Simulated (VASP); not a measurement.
# BaS (Pm-3m) in VASP: a series of runs, part 2 of 2

VASP 6.6.1. The steps go on from the part before.

## Step 5: Single point, PBE

This run uses another cell than the first one, of 28.34 Å³/atom, 1.064 times its volume.

The input, INCAR:

```
PREC     = Accurate       # precision mode
ENCUT    = 520            # plane-wave cutoff, eV
EDIFF    = 1E-7           # SCF threshold, eV
ISMEAR   = 0              # smearing method
SIGMA    = 0.01           # smearing width, eV
LREAL    = F              # projectors in reciprocal space
LASPH    = T              # aspherical terms in the spheres
NELM     = 100            # most SCF steps
ALGO     = Normal         # electronic algorithm
ISIF     = 2              # what is computed and relaxed
LWAVE    = F              # write WAVECAR
LCHARG   = T              # write CHGCAR
GGA      = PE             # functional
LELF     = T              # ELF
LVHAR    = T            
NBANDS   = 15             # bands
```

The input, KPOINTS:

```
regular mesh
0
Gamma
  6 6 6
```

The input, POSCAR:

```
BaS
1.0
    3.8414027813      0.0000000000      0.0000000000
    0.0000000000      3.8414027813      0.0000000000
    0.0000000000      0.0000000000      3.8414027813
Ba S
1 1
Direct
    0.0000000000      0.0000000000      0.0000000000
    0.5000000000      0.5000000000      0.5000000000
```

Potentials or basis: VASP PAW PBE potentials, release 64 (Ba_sv, S).

The run is started by

```
cat potpaw_PBE.64/Ba_sv/POTCAR potpaw_PBE.64/S/POTCAR > POTCAR
mpirun -np 1 vasp_std > vasp.out
```

OUTCAR:

```text
PREC = Accurate
   ENCUT = 520
   EDIFF = 1E-7
   ISMEAR = 0
   LREAL = F
   LASPH = T
   NELM = 100
   ISIF = 2
   GGA = PE

 ion  position               nearest neighbor table
   1  0.000  0.000  0.000-   2 3.33   2 3.33   2 3.33   2 3.33   2 3.33   2 3.33   2 3.33   2 3.33

   2  0.500  0.500  0.500-   1 3.33   1 3.33   1 3.33   1 3.33   1 3.33   1 3.33   1 3.33   1 3.33

  LATTYP: Found a simple cubic cell.
 ALAT       =     3.8414027813

  Lattice vectors:

 A1 = (   3.8414027813,   0.0000000000,   0.0000000000)
 A2 = (   0.0000000000,   3.8414027813,   0.0000000000)
 A3 = (   0.0000000000,   0.0000000000,   3.8414027813)

Analysis of symmetry for initial positions (statically):
=====================================================================
 Subroutine PRICEL returns:
 Original cell was already a primitive cell.

 Routine SETGRP: Setting up the symmetry group for a
 simple cubic supercell.

 Subroutine GETGRP returns: Found 48 space group operations
 (whereof 48 operations were pure point group operations)
 out of a pool of 48 trial point group operations.

The static configuration has the point symmetry O_h .

Analysis of symmetry for dynamics (positions and initial velocities):
=====================================================================
 Subroutine PRICEL returns:
 Original cell was already a primitive cell.

 Routine SETGRP: Setting up the symmetry group for a
 simple cubic supercell.

 Subroutine GETGRP returns: Found 48 space group operations
 (whereof 48 operations were pure point group operations)
 out of a pool of 48 trial point group operations.

The dynamic configuration has the point symmetry O_h .

 Subroutine INISYM returns: Found 48 space group operations
 (whereof 48 operations are pure point group operations),
 and found     1 'primitive' translations

----------------------------------------------------------------------------------------

                                     Primitive cell

  volume of cell :      56.6852

  direct lattice vectors                    reciprocal lattice vectors
     3.841402781  0.000000000  0.000000000     0.260321569  0.000000000  0.000000000
     0.000000000  3.841402781  0.000000000     0.000000000  0.260321569  0.000000000
     0.000000000  0.000000000  3.841402781     0.000000000  0.000000000  0.260321569

  length of vectors
     3.841402781  3.841402781  3.841402781     0.260321569  0.260321569  0.260321569

  position of ions in fractional coordinates (direct lattice)
     0.000000000  0.000000000  0.000000000
     0.500000000  0.500000000  0.500000000

  ion indices of the primitive-cell ions
   primitive index   ion index
                 1           1
                 2           2

----------------------------------------------------------------------------------------

 KPOINTS: regular mesh

Automatic generation of k-mesh.
 Grid dimensions read from file:
 generate k-points for:    6    6    6

 Generating k-lattice:
[... 22 lines left out ...]
  0.500000  0.000000  0.000000      3.000000
  0.166667  0.166667  0.000000     12.000000
  0.333333  0.166667  0.000000     24.000000
[... 12 lines left out ...]
  0.500000  0.500000  0.333333      6.000000
  0.500000  0.500000  0.500000      1.000000
   k-points           NKPTS =     20   k-points in BZ     NKDIM =     20   number of bands    NBANDS=     15
   number of dos      NEDOS =    301   number of ions     NIONS =      2
   total plane-waves  NPLWV =  27000
   dimension x,y,z NGX =    30 NGY =   30 NGZ =   30
   dimension x,y,z NGXF=    60 NGYF=   60 NGZF=   60
   ions per type =               1   1
   NGX,Y,Z   is equivalent  to a cutoff of  12.98, 12.98, 12.98 a.u.
   NGXF,Y,Z  is equivalent  to a cutoff of  25.97, 25.97, 25.97 a.u.
 SYSTEM =  unknown system
   PREC   = accura    normal or accurate (medium, high low for compatibility)
   ISTART =      0    job   : 0-new  1-cont  2-samecut
   ICHARG =      2    charge: 1-file 2-atom 10-const
   ISPIN  =      1    spin polarized calculation?
   LNONCOLLINEAR =      F non collinear calculations
   LSORBIT =      F    spin-orbit coupling
   LASPH  =      T    aspherical Exc in radial PAW
   ENCUT  =  520.0 eV  38.22 Ry    6.18 a.u.   7.14  7.14  7.14*2*pi/ulx,y,z
   NELM   =    100;   NELMIN=  2; NELMDL= -5     # of ELM steps
   EDIFF  = 0.1E-06   stopping-criterion for ELM
   LREAL  =      F    real-space projection
   EDIFFG = 0.1E-05   stopping-criterion for IOM
   NSW    =      0    number of steps for IOM
   IBRION =     -1    ionic relax: 0-MD 1-quasi-New 2-CG
   NFREE  =      0    steps in history (QN), initial steepest desc. (CG)
   ISIF   =      2    stress and relaxation
   ISYM   =      2    0-nonsym 1-usesym 2-fastsym
   POTIM  = 0.5000    time-step for ionic-motion
   TEBEG  =    0.0;   TEEND  =   0.0 temperature during run
   PSTRESS=    0.0 pullay stress
   NELECT =      16.0000    total number of electrons
   NUPDOWN=      -1.0000    fix difference up-down
   EMIN   =  10.00;   EMAX   =-10.00  energy-range for DOS
   EFERMI =   0.00;   METHOD = LEGACY
   ISMEAR =     0;   SIGMA  =   0.01  broadening in eV -4-tet -1-fermi 0-gaus
   EFERMI_NEDOS =   21; number of points for ismear=-14 and -15
   IALGO  =     38    algorithm
   IMIX   =      4    mixing-type and parameters
     AMIX     =   0.40;   BMIX     =  1.00
     AMIX_MAG =   1.60;   BMIX_MAG =  1.00
  volume/ion in A,a.u.               =      28.34       191.27
  Fermi-wavevector in a.u.,A,eV,Ry     =   1.073886  2.029351 15.690672  1.153232
  Thomas-Fermi vector in A             =   2.209699
   LORBIT       =      0    0 simple, 1 ext, 2 COOP (PROOUT), +10 PAW based schemes
   GGA     = PE    functional components
   LHFCALC =     F    Hartree Fock is set to
   AEXX    =    0.0000 exact exchange contribution
   IVDW    =     0    specifies the selected vdW correction
   LEPSILON=     F    determine dielectric tensor
   LRPA    =     F    only Hartree local field effects (RPA)
 non-spin polarized calculation
 Gauss-broadening in eV      SIGMA  =   0.01
  energy-cutoff  :      520.00
  volume of cell :       56.69
 maximum number of plane-waves:      1568
 NGX is ok and might be reduce to    30
   NGX = 15   NGY = 15   NGZ = 15

 number of electron      15.9999997 magnetization

 Free energy of the ion-electron system (eV)
  ---------------------------------------------------
  ext. energy  EPLUGINS =         0.00000000
  ---------------------------------------------------
  free energy    TOTEN  =        -9.74961772 eV

  energy without entropy =       -9.74961772  energy(sigma->0) =       -9.74961772

 E-fermi :   3.1401     XC(G=0):  -9.3785

 val. band max:        2.9957677494   @ k =   0.5000   0.5000   0.0000
 cond. band min:       4.4411234913   @ k =   0.0000   0.0000   0.0000
 fundamental gap:      1.4453557419
 Fermi energy:         3.1401153168

 k-point     1 :       0.0000    0.0000    0.0000
  band No.  band energies     occupation
      1     -24.1645      2.00000
      2      -8.9669      2.00000
      3      -8.9669      2.00000
      4      -8.9669      2.00000
      5      -8.0613      2.00000
      6       2.8827      2.00000
      7       2.8827      2.00000
      8       2.8827      2.00000
      9       4.4411      0.00000
     10       4.4411      0.00000
     11       6.8006      0.00000
     12       9.5204      0.00000
     13       9.5204      0.00000
     14       9.5204      0.00000
[... 329 lines left out ...]
      2      -9.5830      2.00000
      3      -9.5830      2.00000
      4      -9.5830      2.00000
      5      -7.2687      2.00000
      6       0.2378      2.00000
      7       0.2378      2.00000
      8       0.2378      2.00000
      9      10.2831      0.00000
     10      10.2831      0.00000
     11      10.2831      0.00000
     12      10.7402      0.00000
     13      10.7402      0.00000
     14      10.7402      0.00000
     15      12.0135      0.00000

------------------------ aborting loop because EDIFF is reached ----------------------------------------

  FORCE on cell =-STRESS in cart. coord.  units (eV):
  Direction    XX          YY          ZZ          XY          YZ          ZX
  --------------------------------------------------------------------------------------
  -------------------------------------------------------------------------------------
  Total        0.3229976      0.3229976      0.3229976      0.0000000     -0.0000000      0.0000000
  in kB        9.1293600      9.1293600      9.1293600      0.0000000     -0.0000000      0.0000000
  external PRESSURE =       9.1293600 kB  Pullay stress =       0.0000000 kB

 VOLUME and BASIS-vectors are now :
 -----------------------------------------------------------------------------
  energy-cutoff  :      520.00
  volume of cell :       56.69
      direct lattice vectors                 reciprocal lattice vectors
     3.841402781  0.000000000  0.000000000     0.260321569  0.000000000  0.000000000
     0.000000000  3.841402781  0.000000000     0.000000000  0.260321569  0.000000000
     0.000000000  0.000000000  3.841402781     0.000000000  0.000000000  0.260321569

 POSITION                                       TOTAL-FORCE (eV/Angst)
 -----------------------------------------------------------------------------------
      0.00000      0.00000      0.00000         0.000000      0.000000      0.000000
      1.92070      1.92070      1.92070         0.000000      0.000000      0.000000
 -----------------------------------------------------------------------------------
    total drift:                                0.000000     -0.000000     -0.000000

  FREE ENERGIE OF THE ION-ELECTRON SYSTEM (eV)
  ---------------------------------------------------
  free  energy   TOTEN  =        -9.7496177240 eV

  energy  without entropy=       -9.7496177240  energy(sigma->0) =       -9.74961772
```

It took 24 s on 1 thread of Intel Xeon 8259CL, shared host; peak memory 0.17 GiB.

What came out:

```yaml
Free_energy: -9.7496 eV
Pressure: 0.9 GPa
Band_gap_on_the_k_mesh: 1.45 eV, indirect (least direct gap 1.56 eV)
```

Levels at points of the mesh, in eV from the valence-band top:
```tsv
k point	band 4	band 5	band 6	band 7	band 8	band 9	band 10	band 11	band 12	band 13
(0.00, 0.00, 0.00)	-11.96	-11.06	-0.11	-0.11	-0.11	1.45	1.45	3.80	6.52	6.52
(0.50, 0.00, 0.00)	-11.84	-9.86	-2.90	-0.73	-0.73	2.46	6.05	6.50	6.98	6.98
(0.50, 0.50, 0.00)	-11.75	-10.64	-1.37	-1.37	0.00	2.20	3.33	4.32	4.32	8.79
(0.50, 0.50, 0.50)	-12.58	-10.26	-2.76	-2.76	-2.76	7.29	7.29	7.29	7.74	7.74
```

Caveat: spin-orbit coupling is left out, which moves the levels of the heavy elements. A k mesh can miss the band edges.

## Step 6: Single point, PBE (volume changed by +3%)

The input, INCAR:

```
SYSTEM = BaS
PREC = Accurate
ENCUT = 520
EDIFF = 1E-6
ISMEAR = 0
SIGMA = 0.01
LREAL = .False.
LASPH = .True.
NELM = 100
ALGO = Normal
ISIF = 2
LWAVE = .False.
LCHARG = .True.
GGA = PE
LELF = .True.
LVHAR = .True.
NBANDS = 15
```

The input, KPOINTS:

```
Automatic mesh
0
Gamma
  6 6 6
  0 0 0
```

The input, POSCAR:

```
BaS
1.0
    3.8794389459      0.0000000000      0.0000000000
    0.0000000000      3.8794389459      0.0000000000
    0.0000000000      0.0000000000      3.8794389459
Ba S
1 1
Direct
    0.0000000000      0.0000000000      0.0000000000
    0.5000000000      0.5000000000      0.5000000000
```

Potentials or basis: VASP PAW PBE potentials, release 64 (Ba_sv, S).

The run is started by

```
cat potpaw_PBE.64/Ba_sv/POTCAR potpaw_PBE.64/S/POTCAR > POTCAR
mpirun -np 1 vasp_std > vasp.out
```

Run time: 25 s. Hardware: 1 thread of Intel Xeon 8259CL, shared host; peak memory 0.17 GiB.

The run converged. Its results:

| Property | Result |
| --- | --- |
| Free energy | -9.7521 eV |
| Pressure | -0.5 GPa |
| Band gap on the k mesh | 1.49 eV, indirect (least direct gap 1.62 eV) |

Levels at points of the mesh, in eV from the valence-band top:
| k point | band 6 | band 7 | band 8 | band 9 | band 10 | band 11 |
| --- | --- | --- | --- | --- | --- | --- |
| (0.00, 0.00, 0.00) | -0.13 | -0.13 | -0.13 | 1.49 | 1.49 | 3.58 |
| (0.50, 0.00, 0.00) | -2.82 | -0.70 | -0.70 | 2.46 | 5.88 | 6.52 |
| (0.50, 0.50, 0.00) | -1.36 | -1.36 | 0.00 | 2.18 | 3.27 | 4.29 |
| (0.50, 0.50, 0.50) | -2.65 | -2.65 | -2.65 | 7.07 | 7.07 | 7.07 |

Caveat: the cell differs from its parent crystal (volume changed by +3%); spin-orbit coupling is left out, which moves the levels of the heavy elements. A k mesh can miss the band edges.

## Step 7: Overview

```csv
cell,gap on the mesh (eV),pressure (GPa)
"a = 3.763 Å, 2 atoms",1.34,4.4
"a = 3.834 Å, 2 atoms",1.43,1.2
"a = 3.803 Å, 2 atoms",1.40,2.5
"a = 3.841 Å, 2 atoms",1.45,0.9
"a = 3.879 Å, 2 atoms",1.49,-0.5
```

Alike in all rows: task single point; level PBE; potentials or basis VASP PAW PBE potentials, release 64 (Ba_sv, S); no spin polarisation; k mesh 6 × 6 × 6; cutoff (eV) 520; smearing gaussian 0.01 eV.

Caveats: spin-orbit coupling is left out, which moves the levels of the heavy elements.

Absolute energies hang on the potentials; compare differences alone.
